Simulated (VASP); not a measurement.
# KAg2Ge2 (I4/mmm) in VASP: single point with LDA

Aim: the single point of KAg2Ge2 with LDA.

All numbers are computed with VASP 6.6.1; they aren't measurements. Logs are shortened: lines on timing, memory, paths and dates and some standing lists are left out, and cuts for length are marked.

### 1 The cell of the first run

It takes space group I4/mmm (No. 139, tetragonal). The conventional cell has a = 4.598 Å, b = 4.598 Å, c = 10.732 Å, α = 90.00°, β = 90.00°, γ = 90.00°. Ge (site symmetry 4mm) has 1 Ge at 2.58 Å and 4 Ag at 2.69 Å and 4 K at 3.50 Å within 3.5 Å. Ag (site symmetry -4m2) has 4 Ge at 2.69 Å and 4 Ag at 3.25 Å and 4 K at 3.53 Å within 3.6 Å. Within 4.6 Å of K (site symmetry 4/mmm) lie 10 Ge at 3.50 to 4.08 Å and 8 Ag at 3.53 Å and 4 K at 4.60 Å.

### 2 Single point, LDA

File INCAR:

```
  PREC = Accurate
  ENCUT = 500
  EDIFF = 1E-6
  ISMEAR = -1
  SIGMA = 0.1
  LREAL = False
  LASPH = True
  NELM = 120
  ALGO = Normal
  ISIF = 2
  LWAVE = False
  LCHARG = False
  NBANDS = 38
  GGA_COMPAT = False
```

File KPOINTS:

```
Automatic mesh
0
Gamma
  8 8 8
```

File POSCAR:

```
KAg2Ge2
1.0
    0.0000000000      4.5978330000      0.0000000000
    4.5978330000      0.0000000000      0.0000000000
    2.2989170000      2.2989170000     -5.3658120000
Ge Ag K
2 2 1
Direct
    0.3800000000      0.3800000000      0.2400000000
    0.6200000000      0.6200000000      0.7600000000
    0.7500000000      0.2500000000      0.5000000000
    0.2500000000      0.7500000000      0.5000000000
    0.0000000000      0.0000000000      0.0000000000
```

Potentials or basis: VASP PAW LDA potentials, release 64 (Ge_d, Ag, K_sv).

Run with:

```sh
cat potpaw_LDA.64/Ge_d/POTCAR potpaw_LDA.64/Ag/POTCAR potpaw_LDA.64/K_sv/POTCAR > POTCAR
mpirun -np 1 vasp_std > vasp.out
```

OUTCAR:

```text
PREC = Accurate
   ENCUT = 500
   EDIFF = 1E-6
   ISMEAR = -1
   LREAL = False
   LASPH = True
   NELM = 120
   ISIF = 2

 ion  position               nearest neighbor table
   1  0.380  0.380  0.240-   2 2.58   4 2.69   3 2.69   3 2.69   4 2.69
   2  0.620  0.620  0.760-   1 2.58   3 2.69   4 2.69   3 2.69   4 2.69
   3  0.750  0.250  0.500-   1 2.69   2 2.69   2 2.69   1 2.69   4 3.25   4 3.25   4 3.25   4 3.25
                             5 3.53   5 3.53   5 3.53   5 3.53
   4  0.250  0.750  0.500-   1 2.69   2 2.69   2 2.69   1 2.69   3 3.25   3 3.25   3 3.25   3 3.25
                             5 3.53   5 3.53   5 3.53   5 3.53
   5  0.000  0.000  0.000-   3 3.53   4 3.53   3 3.53   4 3.53   3 3.53   4 3.53   3 3.53   4 3.53

  LATTYP: Found a body centered tetragonal cell.
 ALAT       =     4.5978330000
 C/A-ratio  =     2.3340612850

  Lattice vectors:

 A1 = (  -2.2989170000,   2.2989160000,   5.3658120000)
 A2 = (   2.2989160000,  -2.2989170000,   5.3658120000)
 A3 = (   2.2989170000,   2.2989170000,  -5.3658120000)

Analysis of symmetry for initial positions (statically):
=====================================================================
 Subroutine PRICEL returns:
 Original cell was already a primitive cell.

 Routine SETGRP: Setting up the symmetry group for a
 body centered tetragonal supercell.

 Subroutine GETGRP returns: Found 16 space group operations
 (whereof 16 operations were pure point group operations)
 out of a pool of 16 trial point group operations.

The static configuration has the point symmetry D_4h.

Analysis of symmetry for dynamics (positions and initial velocities):
=====================================================================
 Subroutine PRICEL returns:
 Original cell was already a primitive cell.

 Routine SETGRP: Setting up the symmetry group for a
 body centered tetragonal supercell.

 Subroutine GETGRP returns: Found 16 space group operations
 (whereof 16 operations were pure point group operations)
 out of a pool of 16 trial point group operations.

The dynamic configuration has the point symmetry D_4h.

 Subroutine INISYM returns: Found 16 space group operations
 (whereof 16 operations are pure point group operations),
 and found     1 'primitive' translations

----------------------------------------------------------------------------------------

                                     Primitive cell

  volume of cell :     113.4336

  direct lattice vectors                    reciprocal lattice vectors
     0.000000000  4.597833000  0.000000000     0.000000000  0.217493763  0.093182562
     4.597833000  0.000000000  0.000000000     0.217493763  0.000000000  0.093182562
     2.298917000  2.298917000 -5.365812000     0.000000000  0.000000000 -0.186365083

  length of vectors
     4.597833000  4.597833000  6.273912429     0.236614722  0.236614722  0.186365083

  position of ions in fractional coordinates (direct lattice)
     0.380000000  0.380000000  0.240000000
     0.620000000  0.620000000  0.760000000
     0.750000000  0.250000000  0.500000000
     0.250000000  0.750000000  0.500000000
     0.000000000  0.000000000  0.000000000

  ion indices of the primitive-cell ions
   primitive index   ion index
                 1           1
                 2           2
                 3           3
                 4           4
                 5           5

----------------------------------------------------------------------------------------

 KPOINTS: Automatic mesh

Automatic generation of k-mesh.
 Grid dimensions read from file:
 generate k-points for:    8    8    8

 Generating k-lattice:

  Cartesian coordinates                     Fractional coordinates (reciprocal lattice)
     0.000000000  0.027186720  0.011647820     0.125000000  0.000000000  0.000000000
     0.027186720  0.000000000  0.011647820     0.000000000  0.125000000  0.000000000
     0.000000000  0.000000000 -0.023295635     0.000000000  0.000000000  0.125000000

  Length of vectors
     0.029576840  0.029576840  0.023295635

  Shift w.r.t. Gamma in fractional coordinates (k-lattice)
     0.000000000  0.000000000  0.000000000

 Subroutine IBZKPT returns following result:
 ===========================================

 Found     59 irreducible k-points:

 Following reciprocal coordinates:
            Coordinates               Weight
  0.000000  0.000000  0.000000      1.000000
  0.125000  0.000000  0.000000      8.000000
  0.250000  0.000000  0.000000      8.000000
  0.375000  0.000000  0.000000      8.000000
  0.500000  0.000000  0.000000      4.000000
  0.125000  0.125000  0.000000      8.000000
[... 16 lines left out ...]
  0.250000  0.000000  0.125000      4.000000
  0.375000  0.000000  0.125000      8.000000
 [... further k-points ...]
   k-points           NKPTS =     59   k-points in BZ     NKDIM =     59   number of bands    NBANDS=     38
   number of dos      NEDOS =    301   number of ions     NIONS =      5
   total plane-waves  NPLWV =  62208
   dimension x,y,z NGX =    36 NGY =   36 NGZ =   48
   dimension x,y,z NGXF=    72 NGYF=   72 NGZF=   96
   ions per type =               2   2   1
   NGX,Y,Z   is equivalent  to a cutoff of  13.02, 13.02, 12.72 a.u.
   NGXF,Y,Z  is equivalent  to a cutoff of  26.03, 26.03, 25.44 a.u.
 SYSTEM =  unknown system
   PREC   = accura    normal or accurate (medium, high low for compatibility)
   ISTART =      0    job   : 0-new  1-cont  2-samecut
   ICHARG =      2    charge: 1-file 2-atom 10-const
   ISPIN  =      1    spin polarized calculation?
   LNONCOLLINEAR =      F non collinear calculations
   LSORBIT =      F    spin-orbit coupling
   LASPH  =      T    aspherical Exc in radial PAW
   ENCUT  =  500.0 eV  36.75 Ry    6.06 a.u.   8.38  8.38 11.44*2*pi/ulx,y,z
   NELM   =    120;   NELMIN=  2; NELMDL= -5     # of ELM steps
   EDIFF  = 0.1E-05   stopping-criterion for ELM
   LREAL  =      F    real-space projection
   EDIFFG = 0.1E-04   stopping-criterion for IOM
   NSW    =      0    number of steps for IOM
   IBRION =     -1    ionic relax: 0-MD 1-quasi-New 2-CG
   NFREE  =      0    steps in history (QN), initial steepest desc. (CG)
   ISIF   =      2    stress and relaxation
   ISYM   =      2    0-nonsym 1-usesym 2-fastsym
   POTIM  = 0.5000    time-step for ionic-motion
   TEBEG  =    0.0;   TEEND  =   0.0 temperature during run
   PSTRESS=    0.0 pullay stress
   NELECT =      59.0000    total number of electrons
   NUPDOWN=      -1.0000    fix difference up-down
   EMIN   =  10.00;   EMAX   =-10.00  energy-range for DOS
   EFERMI =   0.00;   METHOD = LEGACY
   ISMEAR =    -1;   SIGMA  =   0.10  broadening in eV -4-tet -1-fermi 0-gaus
   EFERMI_NEDOS =   21; number of points for ismear=-14 and -15
   IALGO  =     38    algorithm
   IMIX   =      4    mixing-type and parameters
     AMIX     =   0.40;   BMIX     =  1.00
     AMIX_MAG =   1.60;   BMIX_MAG =  1.00
  volume/ion in A,a.u.               =      22.69       153.10
  Fermi-wavevector in a.u.,A,eV,Ry     =   1.316573  2.487962 23.583849  1.733364
  Thomas-Fermi vector in A             =   2.446675
   LORBIT       =      0    0 simple, 1 ext, 2 COOP (PROOUT), +10 PAW based schemes
   GGA     = CA    functional components
   LHFCALC =     F    Hartree Fock is set to
   AEXX    =    0.0000 exact exchange contribution
   IVDW    =     0    specifies the selected vdW correction
   LEPSILON=     F    determine dielectric tensor
   LRPA    =     F    only Hartree local field effects (RPA)
 non-spin polarized calculation
  energy-cutoff  :      500.00
  volume of cell :      113.43
 maximum number of plane-waves:      2919
 NGX is ok and might be reduce to    36
   NGX = 17   NGY = 17   NGZ = 23

 number of electron      59.0000005 magnetization

 Free energy of the ion-electron system (eV)
  ---------------------------------------------------
  ext. energy  EPLUGINS =         0.00000000
  ---------------------------------------------------
  free energy    TOTEN  =       -19.17982792 eV

  energy without entropy =      -19.10812641  energy(sigma->0) =      -19.14397716

 E-fermi :   4.2142     XC(G=0): -10.4745

 val. band max:        4.1504016992   @ k =   0.2500   0.0000   0.0000
 cond. band min:       4.2273204557   @ k =   0.5000   0.3750   0.0000
 fundamental gap:      0.0769187565
 Fermi energy:         4.2142084116

 k-point     1 :       0.0000    0.0000    0.0000
  band No.  band energies     occupation
      1     -25.3661      2.00000
      2     -20.2512      2.00000
      3     -20.1934      2.00000
      4     -20.1934      2.00000
      5     -20.1576      2.00000
      6     -20.1515      2.00000
[... 30 lines left out ...]
     37      10.9709      0.00000
     38      11.5860      0.00000

 k-point     2 :       0.1250    0.0000    0.0000
  band No.  band energies     occupation
      1     -25.3657      2.00000
      2     -20.2512      2.00000
      3     -20.1937      2.00000
      4     -20.1936      2.00000
      5     -20.1575      2.00000
      6     -20.1513      2.00000
[... 30 lines left out ...]
     37      10.7559      0.00000
     38      11.3672      0.00000

 k-point     3 :       0.2500    0.0000    0.0000
  band No.  band energies     occupation
      1     -25.3647      2.00000
      2     -20.2512      2.00000
      3     -20.1942      2.00000
      4     -20.1938      2.00000
      5     -20.1575      2.00000
      6     -20.1509      2.00000
[... 30 lines left out ...]
     37      10.6530      0.00000
     38      11.0713      0.00000

 k-point     4 :       0.3750    0.0000    0.0000
  band No.  band energies     occupation
      1     -25.3637      2.00000
      2     -20.2512      2.00000
      3     -20.1948      2.00000
      4     -20.1940      2.00000
      5     -20.1574      2.00000
      6     -20.1505      2.00000
[... 30 lines left out ...]
     37      10.9254      0.00000
     38      11.2281      0.00000
[... 703 lines left out ...]
      4     -20.1937      2.00000
      5     -20.1577      2.00000
      6     -20.1513      2.00000
[... 30 lines left out ...]
     37      10.5948      0.00000
     38      11.5834      0.00000

 k-point    23 :       0.2500    0.0000    0.1250
  band No.  band energies     occupation
      1     -25.3647      2.00000
      2     -20.2512      2.00000
      3     -20.1941      2.00000
      4     -20.1937      2.00000
      5     -20.1573      2.00000
      6     -20.1510      2.00000
[... 30 lines left out ...]
     37      10.6963      0.00000
     38      10.9688      0.00000

 k-point    24 :       0.3750    0.0000    0.1250
  band No.  band energies     occupation
      1     -25.3638      2.00000
      2     -20.2512      2.00000
      3     -20.1947      2.00000
      4     -20.1939      2.00000
      5     -20.1573      2.00000
      6     -20.1506      2.00000
[... 30 lines left out ...]
     37      10.6605      0.00000
     38      10.9512      0.00000

 [... further k-points ...]

------------------------ aborting loop because EDIFF is reached ----------------------------------------

  FORCE on cell =-STRESS in cart. coord.  units (eV):
  Direction    XX          YY          ZZ          XY          YZ          ZX
  --------------------------------------------------------------------------------------
  -------------------------------------------------------------------------------------
  Total       -3.1893441     -3.1893441     -4.1756932     -0.0000000      0.0000004      0.0000004
  in kB      -45.0474406    -45.0474406    -58.9789887     -0.0000000      0.0000055      0.0000055
  external PRESSURE =     -49.6912899 kB  Pullay stress =       0.0000000 kB

 VOLUME and BASIS-vectors are now :
 -----------------------------------------------------------------------------
  energy-cutoff  :      500.00
  volume of cell :      113.43
      direct lattice vectors                 reciprocal lattice vectors
     0.000000000  4.597833000  0.000000000     0.000000000  0.217493763  0.093182562
     4.597833000  0.000000000  0.000000000     0.217493763  0.000000000  0.093182562
     2.298917000  2.298917000 -5.365812000     0.000000000  0.000000000 -0.186365083

 POSITION                                       TOTAL-FORCE (eV/Angst)
 -----------------------------------------------------------------------------------
      2.29892      2.29892     -1.28779         0.000000      0.000000     -0.206726
      4.59783      4.59783     -4.07802        -0.000000     -0.000000      0.206726
      2.29892      4.59783     -2.68291         0.000000     -0.000000      0.000000
      4.59783      2.29892     -2.68291        -0.000000     -0.000000      0.000000
      0.00000      0.00000      0.00000        -0.000000      0.000000      0.000000
 -----------------------------------------------------------------------------------
    total drift:                               -0.000000      0.000000     -0.000000

  FREE ENERGIE OF THE ION-ELECTRON SYSTEM (eV)
  ---------------------------------------------------
  free  energy   TOTEN  =       -19.1798279207 eV

  energy  without entropy=      -19.1081264084  energy(sigma->0) =      -19.14397716
```

It took 5.8 min on 1 thread of Intel Xeon 8259CL, shared host; peak memory 0.35 GiB.

Results:

```
Free energy            : -19.1798 eV
Pressure               : -5.0 GPa
Largest force          : 0.207 eV/Å
Band gap on the k mesh : zero (an odd number of electrons rules out a gap without spin polarisation)
```

Forces in eV/Å, atoms in the order of the input:
```
Ge   0.000  0.000 -0.207
Ge   0.000  0.000  0.207
Ag   0.000  0.000  0.000
Ag   0.000  0.000  0.000
K    0.000  0.000  0.000
```

Caveat: the cell stands under tension.

The gap in the log of VASP goes by the Fermi energy; the results here count the filled bands.